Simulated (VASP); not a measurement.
# Ir2Rh (P6_3/mmc) in VASP: single point with r2SCAN

Aim: the single point of Ir2Rh with r2SCAN.

All numbers are computed with VASP 6.6.1; they aren't measurements. Logs are shortened: lines on timing, memory, paths and dates and some standing lists are left out, and cuts for length are marked.

## (1) The cell of the first run

The structure is hexagonal, space group P6_3/mmc (No. 194). The conventional cell has a = 2.740 Å, b = 2.740 Å, c = 13.288 Å, α = 90.00°, β = 90.00°, γ = 120.00°. Within 3.6 Å of Ir (site symmetry 3m) lie 9 Ir at 2.71 to 2.74 Å and 3 Rh at 2.73 Å. Within 3.6 Å of Rh (site symmetry -6m2) lie 6 Ir at 2.73 Å and 6 Rh at 2.74 Å.

## (2) Single point, r2SCAN

POSCAR reads:

```
Ir2Rh
1.0
    2.7398386905      0.0000000289      0.0000000000
   -1.3699193702      2.3727698938      0.0000000000
    0.0000000000      0.0000000000     13.2879006000
Ir Rh
4 2
Direct
    0.3333333333      0.6666666667      0.0829100000
    0.3333333333      0.6666666667      0.4170900000
    0.6666666667      0.3333333333      0.5829100000
    0.6666666667      0.3333333333      0.9170900000
    0.3333333333      0.6666666667      0.7500000000
    0.6666666667      0.3333333333      0.2500000000
```

INCAR.step1 reads:

```
SYSTEM = Ir2Rh
ALGO     = Normal         ! electronic algorithm
EDIFF    = 1E-4           ! SCF threshold, eV
ENCUT    = 520            ! plane-wave cutoff, eV
GGA      = PE             ! functional
ISMEAR   = 0              ! smearing method
LASPH    = .True.         ! aspherical terms in the spheres
LCHARG   = .False.        ! write CHGCAR
LREAL    = .False.        ! projectors in reciprocal space
LWAVE    = .True.         ! write WAVECAR
NBANDS   = 42             ! bands
NELM     = 100            ! most SCF steps
PREC     = Accurate       ! precision mode
SIGMA    = 0.1            ! smearing width, eV
```

INCAR.step2 reads:

```
SYSTEM = Ir2Rh
ALGO     = Normal         ! electronic algorithm
EDIFF    = 1E-6           ! SCF threshold, eV
ENCUT    = 520            ! plane-wave cutoff, eV
ISIF     = 2              ! what is computed and relaxed
ISMEAR   = 0              ! smearing method
ISTART   = 1            
LASPH    = .True.         ! aspherical terms in the spheres
LCHARG   = .False.        ! write CHGCAR
LMIXTAU  = .True.       
LREAL    = .False.        ! projectors in reciprocal space
LWAVE    = .False.        ! write WAVECAR
METAGGA  = R2SCAN         ! meta-GGA
NBANDS   = 42             ! bands
NELM     = 100            ! most SCF steps
PREC     = Accurate       ! precision mode
SIGMA    = 0.1            ! smearing width, eV
```

KPOINTS reads:

```
k-points
0
Gamma
  18 18 4
  0 0 0
```

Potentials or basis: VASP PAW PBE potentials, release 64 (Ir, Rh_pv).

Launch:

```
cat potpaw_PBE.64/Ir/POTCAR potpaw_PBE.64/Rh_pv/POTCAR > POTCAR
cp INCAR.step1 INCAR
mpirun -np 1 vasp_std > vasp.out
cp INCAR.step2 INCAR
mpirun -np 1 vasp_std > vasp.out
```

OUTCAR:

```text
SYSTEM = Ir2Rh
   EDIFF = 1E-6
   ENCUT = 520
   ISIF = 2
   ISMEAR = 0
   ISTART = 1
   LASPH = .True.
   LREAL = .False.
   METAGGA = R2SCAN
   NELM = 100
   PREC = Accurate

 ion  position               nearest neighbor table
   1  0.333  0.667  0.083-   4 2.71   4 2.71   4 2.71   6 2.73   6 2.73   6 2.73
   2  0.333  0.667  0.417-   3 2.71   3 2.71   3 2.71   6 2.73   6 2.73   6 2.73
   3  0.667  0.333  0.583-   2 2.71   2 2.71   2 2.71   5 2.73   5 2.73   5 2.73
   4  0.667  0.333  0.917-   1 2.71   1 2.71   1 2.71   5 2.73   5 2.73   5 2.73
   5  0.333  0.667  0.750-   3 2.73   4 2.73   3 2.73   4 2.73   3 2.73   4 2.73
   6  0.667  0.333  0.250-   1 2.73   2 2.73   1 2.73   2 2.73   1 2.73   2 2.73

  LATTYP: Found a hexagonal cell.
 ALAT       =     2.7398386905
 C/A-ratio  =     4.8498842819

  Lattice vectors:

 A1 = (   2.7398386905,   0.0000000289,   0.0000000000)
 A2 = (  -1.3699193702,   2.3727698938,   0.0000000000)
 A3 = (   0.0000000000,   0.0000000000,  13.2879006000)

Analysis of symmetry for initial positions (statically):
=====================================================================
 Subroutine PRICEL returns:
 Original cell was already a primitive cell.

 Routine SETGRP: Setting up the symmetry group for a
 hexagonal supercell.

 Subroutine GETGRP returns: Found 24 space group operations
 (whereof 12 operations were pure point group operations)
 out of a pool of 24 trial point group operations.

The static configuration has the point symmetry D_3d.
 The point group associated with its full space group is D_6h.

Analysis of symmetry for dynamics (positions and initial velocities):
=====================================================================
 Subroutine PRICEL returns:
 Original cell was already a primitive cell.

 Routine SETGRP: Setting up the symmetry group for a
 hexagonal supercell.

 Subroutine GETGRP returns: Found 24 space group operations
 (whereof 12 operations were pure point group operations)
 out of a pool of 24 trial point group operations.

The dynamic configuration has the point symmetry D_3d.
 The point group associated with its full space group is D_6h.

 Subroutine INISYM returns: Found 24 space group operations
 (whereof 12 operations are pure point group operations),
 and found     1 'primitive' translations

----------------------------------------------------------------------------------------

                                     Primitive cell

  volume of cell :      86.3847

  direct lattice vectors                    reciprocal lattice vectors
     2.739838691  0.000000029  0.000000000     0.364984989  0.210724187  0.000000000
    -1.369919370  2.372769894  0.000000000    -0.000000004  0.421448366  0.000000000
     0.000000000  0.000000000 13.287900600     0.000000000  0.000000000  0.075256433

  length of vectors
     2.739838691  2.739838690 13.287900600     0.421448366  0.421448366  0.075256433

  position of ions in fractional coordinates (direct lattice)
     0.333333333  0.666666667  0.082910000
     0.333333333  0.666666667  0.417090000
     0.666666667  0.333333333  0.582910000
     0.666666667  0.333333333  0.917090000
     0.333333333  0.666666667  0.750000000
     0.666666667  0.333333333  0.250000000

  ion indices of the primitive-cell ions
   primitive index   ion index
                 1           1
                 2           2
                 3           3
                 4           4
                 5           5
                 6           6

----------------------------------------------------------------------------------------

 KPOINTS: k-points

Automatic generation of k-mesh.
 Grid dimensions read from file:
 generate k-points for:   18   18    4

 Generating k-lattice:

  Cartesian coordinates                     Fractional coordinates (reciprocal lattice)
     0.020276944  0.011706899  0.000000000     0.055555556  0.000000000  0.000000000
    -0.000000000  0.023413798  0.000000000     0.000000000  0.055555556  0.000000000
     0.000000000  0.000000000  0.018814108     0.000000000  0.000000000  0.250000000

  Length of vectors
     0.023413798  0.023413798  0.018814108

  Shift w.r.t. Gamma in fractional coordinates (k-lattice)
     0.000000000  0.000000000  0.000000000

 Subroutine IBZKPT returns following result:
 ===========================================

 Found    111 irreducible k-points:

 Following reciprocal coordinates:
            Coordinates               Weight
  0.000000  0.000000  0.000000      1.000000
  0.055556  0.000000  0.000000      6.000000
  0.111111  0.000000  0.000000      6.000000
  0.166667  0.000000  0.000000      6.000000
  0.222222  0.000000  0.000000      6.000000
  0.277778  0.000000  0.000000      6.000000
[... 16 lines left out ...]
  0.333333  0.111111  0.000000     12.000000
  0.388889  0.111111  0.000000     12.000000
 [... further k-points ...]
   k-points           NKPTS =    111   k-points in BZ     NKDIM =    111   number of bands    NBANDS=     42
   number of dos      NEDOS =    301   number of ions     NIONS =      6
   total plane-waves  NPLWV =  40000
   dimension x,y,z NGX =    20 NGY =   20 NGZ =  100
   dimension x,y,z NGXF=    40 NGYF=   40 NGZF=  200
   ions per type =               4   2
   NGX,Y,Z   is equivalent  to a cutoff of  12.14, 12.14, 12.51 a.u.
   NGXF,Y,Z  is equivalent  to a cutoff of  24.27, 24.27, 25.02 a.u.
 SYSTEM =  Ir2Rh
   PREC   = accura    normal or accurate (medium, high low for compatibility)
   ISTART =      1    job   : 0-new  1-cont  2-samecut
   ICHARG =      0    charge: 1-file 2-atom 10-const
   ISPIN  =      1    spin polarized calculation?
   LNONCOLLINEAR =      F non collinear calculations
   LSORBIT =      F    spin-orbit coupling
   LASPH  =      T    aspherical Exc in radial PAW
   ENCUT  =  520.0 eV  38.22 Ry    6.18 a.u.   5.09  5.09 24.71*2*pi/ulx,y,z
   NELM   =    100;   NELMIN=  2; NELMDL=  0     # of ELM steps
   EDIFF  = 0.1E-05   stopping-criterion for ELM
   LREAL  =      F    real-space projection
   EDIFFG = 0.1E-04   stopping-criterion for IOM
   NSW    =      0    number of steps for IOM
   IBRION =     -1    ionic relax: 0-MD 1-quasi-New 2-CG
   NFREE  =      0    steps in history (QN), initial steepest desc. (CG)
   ISIF   =      2    stress and relaxation
   ISYM   =      2    0-nonsym 1-usesym 2-fastsym
   POTIM  = 0.5000    time-step for ionic-motion
   TEBEG  =    0.0;   TEEND  =   0.0 temperature during run
   PSTRESS=    0.0 pullay stress
   NELECT =      66.0000    total number of electrons
   NUPDOWN=      -1.0000    fix difference up-down
   EMIN   =  10.00;   EMAX   =-10.00  energy-range for DOS
   EFERMI =   0.00;   METHOD = LEGACY
   ISMEAR =     0;   SIGMA  =   0.10  broadening in eV -4-tet -1-fermi 0-gaus
   EFERMI_NEDOS =   21; number of points for ismear=-14 and -15
   IALGO  =     38    algorithm
   IMIX   =      4    mixing-type and parameters
     AMIX     =   0.40;   BMIX     =  1.00
     AMIX_MAG =   1.60;   BMIX_MAG =  1.00
  volume/ion in A,a.u.               =      14.40        97.16
  Fermi-wavevector in a.u.,A,eV,Ry     =   1.496616  2.828195 30.475151  2.239860
  Thomas-Fermi vector in A             =   2.608610
   LORBIT       =      0    0 simple, 1 ext, 2 COOP (PROOUT), +10 PAW based schemes
   METAGGA = R2SCAN    functional components
   LHFCALC =     F    Hartree Fock is set to
   AEXX    =    0.0000 exact exchange contribution
   IVDW    =     0    specifies the selected vdW correction
   LEPSILON=     F    determine dielectric tensor
   LRPA    =     F    only Hartree local field effects (RPA)
 non-spin polarized calculation
 Gauss-broadening in eV      SIGMA  =   0.10
  energy-cutoff  :      520.00
  volume of cell :       86.38
 maximum number of plane-waves:      2354
   NGX = 11   NGY = 11   NGZ = 49

 number of electron      65.9999999 magnetization

 Free energy of the ion-electron system (eV)
  ---------------------------------------------------
  ext. energy  EPLUGINS =         0.00000000
  ---------------------------------------------------
  free energy    TOTEN  =      -257.44107009 eV

  energy without entropy =     -257.40763484  energy(sigma->0) =     -257.42435247

 E-fermi :  10.3088     XC(G=0): -15.1039

 val. band max:       10.3073760666   @ k =   0.2778   0.2778   0.0000
 cond. band min:      10.3131637833   @ k =   0.3889   0.1667   0.0000
 fundamental gap:      0.0057877167
 Fermi energy:        10.3088020138

 k-point     1 :       0.0000    0.0000    0.0000
  band No.  band energies     occupation
      1     -37.9893      2.00000
      2     -37.9892      2.00000
      3     -37.6427      2.00000
      4     -37.6427      2.00000
      5     -37.6427      2.00000
      6     -37.6427      2.00000
[... 34 lines left out ...]
     41      10.5673      0.00026
     42      10.5673      0.00026

 k-point     2 :       0.0556    0.0000    0.0000
  band No.  band energies     occupation
      1     -37.9873      2.00000
      2     -37.9871      2.00000
      3     -37.6580      2.00000
      4     -37.6580      2.00000
      5     -37.6464      2.00000
      6     -37.6464      2.00000
[... 34 lines left out ...]
     41      10.6856      0.00000
     42      11.6440      0.00000

 k-point     3 :       0.1111    0.0000    0.0000
  band No.  band energies     occupation
      1     -37.9813      2.00000
      2     -37.9812      2.00000
      3     -37.7019      2.00000
      4     -37.7019      2.00000
      5     -37.6569      2.00000
      6     -37.6569      2.00000
[... 34 lines left out ...]
     41      11.1874      0.00000
     42      12.9838      0.00000

 k-point     4 :       0.1667    0.0000    0.0000
  band No.  band energies     occupation
      1     -37.9722      2.00000
      2     -37.9721      2.00000
      3     -37.7688      2.00000
      4     -37.7688      2.00000
      5     -37.6730      2.00000
      6     -37.6730      2.00000
[... 844 lines left out ...]
     41      13.9409      0.00000
     42      18.2572      0.00000

 k-point    23 :       0.3333    0.1111    0.0000
  band No.  band energies     occupation
      1     -38.0700      2.00000
      2     -38.0700      2.00000
      3     -37.9263      2.00000
      4     -37.9262      2.00000
      5     -37.7822      2.00000
      6     -37.7822      2.00000
[... 34 lines left out ...]
     41      14.5229      0.00000
     42      18.2273      0.00000

 k-point    24 :       0.3889    0.1111    0.0000
  band No.  band energies     occupation
      1     -38.1063      2.00000
      2     -38.1063      2.00000
      3     -37.9206      2.00000
      4     -37.9206      2.00000
      5     -37.7953      2.00000
      6     -37.7953      2.00000
[... 34 lines left out ...]
     41      14.8406      0.00000
     42      16.3905      0.00000

 [... further k-points ...]

------------------------ aborting loop because EDIFF is reached ----------------------------------------

  FORCE on cell =-STRESS in cart. coord.  units (eV):
  Direction    XX          YY          ZZ          XY          YZ          ZX
  --------------------------------------------------------------------------------------
  -------------------------------------------------------------------------------------
  Total       -2.7600169     -2.7600169     -2.8020872     -0.0000000      0.0000000      0.0000000
  in kB      -51.1900239    -51.1900239    -51.9703017     -0.0000000      0.0000000      0.0000000
  external PRESSURE =     -51.4501165 kB  Pullay stress =       0.0000000 kB

 VOLUME and BASIS-vectors are now :
 -----------------------------------------------------------------------------
  energy-cutoff  :      520.00
  volume of cell :       86.38
      direct lattice vectors                 reciprocal lattice vectors
     2.739838691  0.000000029  0.000000000     0.364984989  0.210724187  0.000000000
    -1.369919370  2.372769894  0.000000000    -0.000000004  0.421448366  0.000000000
     0.000000000  0.000000000 13.287900600     0.000000000  0.000000000  0.075256433

 POSITION                                       TOTAL-FORCE (eV/Angst)
 -----------------------------------------------------------------------------------
     -0.00000      1.58185      1.10170        -0.000000      0.000000     -0.005679
     -0.00000      1.58185      5.54225        -0.000000      0.000000      0.005679
      1.36992      0.79092      7.74565        -0.000000      0.000000     -0.005679
      1.36992      0.79092     12.18620        -0.000000      0.000000      0.005679
     -0.00000      1.58185      9.96593        -0.000000      0.000000     -0.000000
      1.36992      0.79092      3.32198         0.000000     -0.000000     -0.000000
 -----------------------------------------------------------------------------------
    total drift:                                0.000000     -0.000000      0.000000

  FREE ENERGIE OF THE ION-ELECTRON SYSTEM (eV)
  ---------------------------------------------------
  free  energy   TOTEN  =      -257.4410700873 eV

  energy  without entropy=     -257.4076348437  energy(sigma->0) =     -257.42435247
```

Run time: 13 min. Hardware: 1 thread of Intel Xeon 6975P-C (Granite Rapids), shared host; peak memory 0.44 GiB.

Results:

| Quantity | Value |
| --- | --- |
| Free energy | -257.4411 eV |
| Pressure | -5.1 GPa |
| Largest force | 0.006 eV/Å |
| Band gap on the k mesh | zero (bands 33 and 34 overlap by 2.78 eV) |

Forces on the atoms (eV/Å):
```
Ir   0.000  0.000 -0.006
Ir   0.000  0.000  0.006
Ir   0.000  0.000 -0.006
Ir   0.000  0.000  0.006
Rh   0.000  0.000  0.000
Rh   0.000  0.000  0.000
```

Levels at points of the mesh, in eV from the Fermi level:
```tsv
k point	band 30	band 31	band 32	band 33	band 34	band 35
(0.00, 0.00, 0.00)	-2.22	-2.22	-1.18	-1.18	-1.17	-1.17
(0.50, 0.00, 0.00)	0.44	0.66	0.85	0.94	0.95	1.07
(0.00, 0.00, 0.50)	-1.88	-1.88	-1.88	-1.20	-1.20	-0.48
(0.50, 0.00, 0.50)	0.24	0.50	0.50	0.95	0.95	1.15
```

Caveat: the cell stands under tension; the PAW data sets were made with another functional, which shifts forces and pressure a little; spin-orbit coupling is left out, which moves the levels of the heavy elements.
